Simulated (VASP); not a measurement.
# GaAs (F-43m) in VASP: a series of runs

Runs on GaAs. Level: LDA. Tasks: single point, relaxation of cell and atoms.

All numbers are computed with VASP 6.6.1; they aren't measurements. Logs are shortened: lines on timing, memory, paths and dates and some standing lists are left out, and cuts for length are marked.

**1. The cell of the first run**

It takes space group F-43m (No. 216, cubic). Conventional cell: a = 5.603 Å, b = 5.603 Å, c = 5.603 Å, α = 90.00°, β = 90.00°, γ = 90.00°. Ga (site symmetry -43m) has 4 As at 2.43 Å within 3.2 Å. As (site symmetry -43m) has 4 Ga at 2.43 Å within 3.2 Å.

**2. Single point, LDA**

The input, INCAR:

```
ALGO     = Normal         # electronic algorithm
EDIFF    = 1E-6           # SCF threshold, eV
ENCUT    = 520            # plane-wave cutoff, eV
ISIF     = 2              # what is computed and relaxed
ISMEAR   = 0              # smearing method
LASPH    = True           # aspherical terms in the spheres
LCHARG   = False          # write CHGCAR
LREAL    = False          # projectors in reciprocal space
LWAVE    = False          # write WAVECAR
NBANDS   = 16             # bands
NELM     = 60             # most SCF steps
PREC     = Accurate       # precision mode
SIGMA    = 0.1            # smearing width, eV
```

The input, KPOINTS:

```
k-points
0
Gamma
  12 12 12
```

The input, POSCAR:

```
GaAs
1.0
    0.0000000000      2.8016907960      2.8016907960
    2.8016907960      0.0000000000      2.8016907960
    2.8016907960      2.8016907960      0.0000000000
Ga As
1 1
Direct
    0.0000000000      0.0000000000      0.0000000000
    0.7500000000      0.7500000000      0.7500000000
```

Potentials or basis: VASP PAW LDA potentials, release 64 (Ga_d, As).

On the command line:

```
> cat potpaw_LDA.64/Ga_d/POTCAR potpaw_LDA.64/As/POTCAR > POTCAR
> mpirun -np 1 vasp_std > vasp.out
```

OUTCAR:

```text
EDIFF = 1E-6
   ENCUT = 520
   ISIF = 2
   ISMEAR = 0
   LASPH = True
   LREAL = False
   NELM = 60
   PREC = Accurate

 ion  position               nearest neighbor table
   1  0.000  0.000  0.000-   2 2.43   2 2.43   2 2.43   2 2.43
   2  0.750  0.750  0.750-   1 2.43   1 2.43   1 2.43   1 2.43

  LATTYP: Found a face centered cubic cell.
 ALAT       =     5.6033815920

  Lattice vectors:

 A1 = (   0.0000000000,   2.8016907960,   2.8016907960)
 A2 = (   2.8016907960,   0.0000000000,   2.8016907960)
 A3 = (   2.8016907960,   2.8016907960,   0.0000000000)

Analysis of symmetry for initial positions (statically):
=====================================================================
 Subroutine PRICEL returns:
 Original cell was already a primitive cell.

 Routine SETGRP: Setting up the symmetry group for a
 face centered cubic supercell.

 Subroutine GETGRP returns: Found 24 space group operations
 (whereof 24 operations were pure point group operations)
 out of a pool of 48 trial point group operations.

The static configuration has the point symmetry T_d .

Analysis of symmetry for dynamics (positions and initial velocities):
=====================================================================
 Subroutine PRICEL returns:
 Original cell was already a primitive cell.

 Routine SETGRP: Setting up the symmetry group for a
 face centered cubic supercell.

 Subroutine GETGRP returns: Found 24 space group operations
 (whereof 24 operations were pure point group operations)
 out of a pool of 48 trial point group operations.

The dynamic configuration has the point symmetry T_d .

 Subroutine INISYM returns: Found 24 space group operations
 (whereof 24 operations are pure point group operations),
 and found     1 'primitive' translations

----------------------------------------------------------------------------------------

                                     Primitive cell

  volume of cell :      43.9836

  direct lattice vectors                    reciprocal lattice vectors
     0.000000000  2.801690796  2.801690796    -0.178463662  0.178463662  0.178463662
     2.801690796  0.000000000  2.801690796     0.178463662 -0.178463662  0.178463662
     2.801690796  2.801690796  0.000000000     0.178463662  0.178463662 -0.178463662

  length of vectors
     3.962189121  3.962189121  3.962189121     0.309108130  0.309108130  0.309108130

  position of ions in fractional coordinates (direct lattice)
     0.000000000  0.000000000  0.000000000
     0.750000000  0.750000000  0.750000000

  ion indices of the primitive-cell ions
   primitive index   ion index
                 1           1
                 2           2

----------------------------------------------------------------------------------------

 KPOINTS: k-points

Automatic generation of k-mesh.
 Grid dimensions read from file:
 generate k-points for:   12   12   12

 Generating k-lattice:

  Cartesian coordinates                     Fractional coordinates (reciprocal lattice)
    -0.014871972  0.014871972  0.014871972     0.083333333  0.000000000  0.000000000
     0.014871972 -0.014871972  0.014871972     0.000000000  0.083333333  0.000000000
     0.014871972  0.014871972 -0.014871972     0.000000000  0.000000000  0.083333333

  Length of vectors
     0.025759011  0.025759011  0.025759011

  Shift w.r.t. Gamma in fractional coordinates (k-lattice)
     0.000000000  0.000000000  0.000000000

 Subroutine IBZKPT returns following result:
 ===========================================

 Found     72 irreducible k-points:

 Following reciprocal coordinates:
            Coordinates               Weight
  0.000000  0.000000  0.000000      1.000000
  0.083333  0.000000  0.000000      8.000000
  0.166667  0.000000  0.000000      8.000000
  0.250000  0.000000  0.000000      8.000000
  0.333333  0.000000  0.000000      8.000000
  0.416667  0.000000  0.000000      8.000000
[... 16 lines left out ...]
  0.500000  0.166667  0.000000     24.000000
 -0.416667  0.166667  0.000000     24.000000
 [... further k-points ...]
   k-points           NKPTS =     72   k-points in BZ     NKDIM =     72   number of bands    NBANDS=     16
   number of dos      NEDOS =    301   number of ions     NIONS =      2
   total plane-waves  NPLWV =  27000
   dimension x,y,z NGX =    30 NGY =   30 NGZ =   30
   dimension x,y,z NGXF=    60 NGYF=   60 NGZF=   60
   ions per type =               1   1
   NGX,Y,Z   is equivalent  to a cutoff of  12.59, 12.59, 12.59 a.u.
   NGXF,Y,Z  is equivalent  to a cutoff of  25.17, 25.17, 25.17 a.u.
 SYSTEM =  unknown system
   PREC   = accura    normal or accurate (medium, high low for compatibility)
   ISTART =      0    job   : 0-new  1-cont  2-samecut
   ICHARG =      2    charge: 1-file 2-atom 10-const
   ISPIN  =      1    spin polarized calculation?
   LNONCOLLINEAR =      F non collinear calculations
   LSORBIT =      F    spin-orbit coupling
   LASPH  =      T    aspherical Exc in radial PAW
   ENCUT  =  520.0 eV  38.22 Ry    6.18 a.u.   7.37  7.37  7.37*2*pi/ulx,y,z
   NELM   =     60;   NELMIN=  2; NELMDL= -5     # of ELM steps
   EDIFF  = 0.1E-05   stopping-criterion for ELM
   LREAL  =      F    real-space projection
   EDIFFG = 0.1E-04   stopping-criterion for IOM
   NSW    =      0    number of steps for IOM
   IBRION =     -1    ionic relax: 0-MD 1-quasi-New 2-CG
   NFREE  =      0    steps in history (QN), initial steepest desc. (CG)
   ISIF   =      2    stress and relaxation
   ISYM   =      2    0-nonsym 1-usesym 2-fastsym
   POTIM  = 0.5000    time-step for ionic-motion
   TEBEG  =    0.0;   TEEND  =   0.0 temperature during run
   PSTRESS=    0.0 pullay stress
   NELECT =      18.0000    total number of electrons
   NUPDOWN=      -1.0000    fix difference up-down
   EMIN   =  10.00;   EMAX   =-10.00  energy-range for DOS
   EFERMI =   0.00;   METHOD = LEGACY
   ISMEAR =     0;   SIGMA  =   0.10  broadening in eV -4-tet -1-fermi 0-gaus
   EFERMI_NEDOS =   21; number of points for ismear=-14 and -15
   IALGO  =     38    algorithm
   IMIX   =      4    mixing-type and parameters
     AMIX     =   0.40;   BMIX     =  1.00
     AMIX_MAG =   1.60;   BMIX_MAG =  1.00
  volume/ion in A,a.u.               =      21.99       148.41
  Fermi-wavevector in a.u.,A,eV,Ry     =   1.215445  2.296859 20.099990  1.477308
  Thomas-Fermi vector in A             =   2.350832
   LORBIT       =      0    0 simple, 1 ext, 2 COOP (PROOUT), +10 PAW based schemes
   GGA     = CA    functional components
   LHFCALC =     F    Hartree Fock is set to
   AEXX    =    0.0000 exact exchange contribution
   IVDW    =     0    specifies the selected vdW correction
   LEPSILON=     F    determine dielectric tensor
   LRPA    =     F    only Hartree local field effects (RPA)
 non-spin polarized calculation
 Gauss-broadening in eV      SIGMA  =   0.10
  energy-cutoff  :      520.00
  volume of cell :       43.98
 maximum number of plane-waves:      1243
 NGX is ok and might be reduce to    30
   NGX = 15   NGY = 15   NGZ = 15

 number of electron      18.0000013 magnetization

 Free energy of the ion-electron system (eV)
  ---------------------------------------------------
  ext. energy  EPLUGINS =         0.00000000
  ---------------------------------------------------
  free energy    TOTEN  =        -9.64202535 eV

  energy without entropy =       -9.64202526  energy(sigma->0) =       -9.64202531

 E-fermi :   4.3369     XC(G=0): -10.0314

 val. band max:        4.0595172710   @ k =   0.0000   0.0000   0.0000
 cond. band min:       4.5949212199   @ k =   0.0000   0.0000   0.0000
 fundamental gap:      0.5354039489
 Fermi energy:         4.3368972748

 k-point     1 :       0.0000    0.0000    0.0000
  band No.  band energies     occupation
      1     -10.9184      2.00000
      2     -10.9184      2.00000
      3     -10.9184      2.00000
      4     -10.8335      2.00000
      5     -10.8335      2.00000
      6      -8.9002      2.00000
[... 8 lines left out ...]
     15      14.2986      0.00000
     16      14.2986      0.00000

 k-point     2 :       0.0833    0.0000    0.0000
  band No.  band energies     occupation
      1     -10.9252      2.00000
      2     -10.9166      2.00000
      3     -10.9166      2.00000
      4     -10.8336      2.00000
      5     -10.8336      2.00000
      6      -8.8152      2.00000
[... 8 lines left out ...]
     15      13.7026      0.00000
     16      13.7026      0.00000

 k-point     3 :       0.1667    0.0000    0.0000
  band No.  band energies     occupation
      1     -10.9429      2.00000
      2     -10.9120      2.00000
      3     -10.9120      2.00000
      4     -10.8337      2.00000
      5     -10.8337      2.00000
      6      -8.5676      2.00000
[... 8 lines left out ...]
     15      13.1268      0.00000
     16      13.1268      0.00000

 k-point     4 :       0.2500    0.0000    0.0000
  band No.  band energies     occupation
      1     -10.9650      2.00000
      2     -10.9062      2.00000
      3     -10.9062      2.00000
      4     -10.8332      2.00000
      5     -10.8332      2.00000
      6      -8.1807      2.00000
[... 8 lines left out ...]
     15      13.1086      0.00000
     16      13.1086      0.00000

 k-point     5 :       0.3333    0.0000    0.0000
  band No.  band energies     occupation
      1     -10.9853      2.00000
      2     -10.9014      2.00000
      3     -10.9014      2.00000
      4     -10.8318      2.00000
      5     -10.8318      2.00000
      6      -7.7049      2.00000
[... 8 lines left out ...]
     15      13.7653      0.00000
     16      13.7653      0.00000

 k-point     6 :       0.4167    0.0000    0.0000
  band No.  band energies     occupation
      1     -10.9993      2.00000
      2     -10.8985      2.00000
      3     -10.8985      2.00000
      4     -10.8302      2.00000
      5     -10.8302      2.00000
      6      -7.2549      2.00000
[... 8 lines left out ...]
     15      14.9389      0.00000
     16      14.9389      0.00000

 k-point     7 :       0.5000    0.0000    0.0000
  band No.  band energies     occupation
      1     -11.0042      2.00000
      2     -10.8975      2.00000
      3     -10.8975      2.00000
      4     -10.8294      2.00000
      5     -10.8294      2.00000
      6      -7.0519      2.00000
[... 8 lines left out ...]
     15      16.0107      0.00000
     16      16.0107      0.00000

 k-point     8 :       0.0833    0.0833    0.0000
  band No.  band energies     occupation
      1     -10.9293      2.00000
      2     -10.9150      2.00000
      3     -10.9150      2.00000
      4     -10.8349      2.00000
      5     -10.8326      2.00000
      6      -8.7870      2.00000
[... 8 lines left out ...]
     15      12.9179      0.00000
     16      14.4122      0.00000

 k-point     9 :       0.1667    0.0833    0.0000
  band No.  band energies     occupation
      1     -10.9435      2.00000
      2     -10.9112      2.00000
      3     -10.9104      2.00000
      4     -10.8363      2.00000
      5     -10.8318      2.00000
      6      -8.5936      2.00000
[... 8 lines left out ...]
     15      13.0438      0.00000
     16      14.0642      0.00000
[... 172 lines left out ...]
 k-point    19 :       0.1667    0.1667    0.0000
  band No.  band energies     occupation
      1     -10.9558      2.00000
      2     -10.9056      2.00000
      3     -10.9056      2.00000
      4     -10.8394      2.00000
      5     -10.8301      2.00000
      6      -8.4570      2.00000
[... 8 lines left out ...]
     15      13.6385      0.00000
     16      14.7523      0.00000

 k-point    20 :       0.2500    0.1667    0.0000
  band No.  band energies     occupation
      1     -10.9722      2.00000
      2     -10.9002      2.00000
      3     -10.8993      2.00000
      4     -10.8419      2.00000
      5     -10.8286      2.00000
      6      -8.1690      2.00000
[... 8 lines left out ...]
     15      14.5260      0.00000
     16      14.7502      0.00000

 k-point    21 :       0.3333    0.1667    0.0000
  band No.  band energies     occupation
      1     -10.9884      2.00000
      2     -10.8963      2.00000
      3     -10.8937      2.00000
      4     -10.8426      2.00000
      5     -10.8274      2.00000
      6      -7.7590      2.00000
[... 8 lines left out ...]
     15      14.7790      0.00000
     16      15.0696      0.00000

 k-point    22 :       0.4167    0.1667    0.0000
  band No.  band energies     occupation
      1     -11.0014      2.00000
      2     -10.8941      2.00000
      3     -10.8900      2.00000
      4     -10.8410      2.00000
      5     -10.8269      2.00000
      6      -7.2932      2.00000
[... 8 lines left out ...]
     15      15.0308      0.00000
     16      15.9466      0.00000

 k-point    23 :       0.5000    0.1667    0.0000
  band No.  band energies     occupation
      1     -11.0085      2.00000
      2     -10.8932      2.00000
      3     -10.8887      2.00000
      4     -10.8378      2.00000
      5     -10.8279      2.00000
      6      -6.9175      2.00000
[... 8 lines left out ...]
     15      15.6377      0.00000
     16      16.0383      0.00000

 k-point    24 :      -0.4167    0.1667    0.0000
  band No.  band energies     occupation
      1     -11.0085      2.00000
      2     -10.8935      2.00000
      3     -10.8896      2.00000
      4     -10.8345      2.00000
      5     -10.8306      2.00000
      6      -6.8559      2.00000
[... 8 lines left out ...]
     15      14.4883      0.00000
     16      15.1638      0.00000

 [... further k-points ...]

------------------------ aborting loop because EDIFF is reached ----------------------------------------

  FORCE on cell =-STRESS in cart. coord.  units (eV):
  Direction    XX          YY          ZZ          XY          YZ          ZX
  --------------------------------------------------------------------------------------
  -------------------------------------------------------------------------------------
  Total        0.0866754      0.0866754      0.0866754      0.0000000      0.0000000     -0.0000000
  in kB        3.1572994      3.1572994      3.1572994      0.0000000      0.0000000     -0.0000000
  external PRESSURE =       3.1572994 kB  Pullay stress =       0.0000000 kB

 VOLUME and BASIS-vectors are now :
 -----------------------------------------------------------------------------
  energy-cutoff  :      520.00
  volume of cell :       43.98
      direct lattice vectors                 reciprocal lattice vectors
     0.000000000  2.801690796  2.801690796    -0.178463662  0.178463662  0.178463662
     2.801690796  0.000000000  2.801690796     0.178463662 -0.178463662  0.178463662
     2.801690796  2.801690796  0.000000000     0.178463662  0.178463662 -0.178463662

 POSITION                                       TOTAL-FORCE (eV/Angst)
 -----------------------------------------------------------------------------------
      0.00000      0.00000      0.00000        -0.000000     -0.000000     -0.000000
      4.20254      4.20254      4.20254         0.000000      0.000000      0.000000
 -----------------------------------------------------------------------------------
    total drift:                                0.000000      0.000000      0.000000

  FREE ENERGIE OF THE ION-ELECTRON SYSTEM (eV)
  ---------------------------------------------------
  free  energy   TOTEN  =        -9.6420253499 eV

  energy  without entropy=       -9.6420252632  energy(sigma->0) =       -9.64202531
```

Wall time 88 s (1 thread of Intel Xeon 8259CL, shared host); peak memory 0.19 GiB.

Results:

| Item | Value |
| --- | --- |
| Free energy | -9.6420 eV |
| Pressure | 0.3 GPa |
| Band gap on the k mesh | 0.54 eV |

A k mesh can miss the band edges.

**3. Relaxation of cell and atoms, LDA**

This run uses another cell than the first one, of 23.77 Å³/atom.

The input, INCAR:

```
PREC     = Accurate       # precision mode
ENCUT    = 600            # plane-wave cutoff, eV
EDIFF    = 1E-7           # SCF threshold, eV
ISMEAR   = 0              # smearing method
SIGMA    = 0.1            # smearing width, eV
LREAL    = False          # projectors in reciprocal space
LASPH    = True           # aspherical terms in the spheres
NELM     = 100            # most SCF steps
ALGO     = Normal         # electronic algorithm
ISIF     = 3              # what is computed and relaxed
LWAVE    = False          # write WAVECAR
LCHARG   = False          # write CHGCAR
GGA      = CA             # functional
IBRION   = 2              # ionic algorithm
NSW      = 100            # ionic steps
EDIFFG   = -0.005         # ionic threshold
```

The input, KPOINTS:

```
regular mesh
0
Gamma
  12 12 12
```

The input, POSCAR:

```
GaAs
1.0
    0.0000000000      2.8750910500      2.8750910500
    2.8750910500      0.0000000000      2.8750910500
    2.8750910500      2.8750910500      0.0000000000
Ga As
1 1
Direct
    0.0000000000      0.0000000000      0.0000000000
    0.7500000000      0.7500000000      0.7500000000
```

Potentials or basis: VASP PAW LDA potentials, release 64 (Ga_d, As).

On the command line:

```
> cat potpaw_LDA.64/Ga_d/POTCAR potpaw_LDA.64/As/POTCAR > POTCAR
> mpirun -np 1 vasp_std > vasp.out
```

It took 2.2 min on 1 thread of Intel Xeon 8259CL, shared host; peak memory 0.21 GiB.

The run converged. Its results:

| Property | Result |
| --- | --- |
| Free energy | -9.6426 eV |
| Relaxed volume | 22.08 Å³/atom |
| Relaxed cell | a = 3.967 Å, b = 3.967 Å, c = 3.967 Å, α = 60.00°, β = 60.00°, γ = 60.00° |
| Space group after relaxing (to 0.1 Å) | F-43m (No. 216) |
| Energy gained by relaxing | 25.9 meV/atom |
| Ionic steps | 3 |
| Pressure after relaxing | 0.0 GPa |
| Band gap on the k mesh | 0.51 eV |

The path:
```csv
step,energy change (eV),largest force (eV/Å),pressure (GPa),volume (Å³)
1,0.0000,0.0000,-4.60,47.53
2,-0.0444,0.0000,2.11,42.99
3,-0.0519,0.0000,0.00,44.16
```

Final structure:
```yaml
crystal:
  lattice:
    - [0.00000, 2.80537, 2.80537]
    - [2.80537, 0.00000, 2.80537]
    - [2.80537, 2.80537, 0.00000]
  atoms:
    - { symbol: Ga, position: [0.00000, 0.00000, 0.00000] }
    - { symbol: As, position: [0.75000, 0.75000, 0.75000] }
```

Levels at points of the mesh, in eV from the valence-band top:
```csv
k point,band 6,band 7,band 8,band 9,band 10,band 11,band 12,band 13
"(0.00, 0.00, 0.00)",-12.93,0.00,0.00,0.00,0.51,3.68,3.68,3.68
"(0.50, 0.00, 0.00)",-11.09,-6.82,-1.18,-1.18,0.93,4.59,4.59,7.59
"(0.50, 0.50, 0.00)",-10.32,-6.98,-2.77,-2.77,1.30,1.54,10.23,10.23
```

A k mesh can miss the band edges.
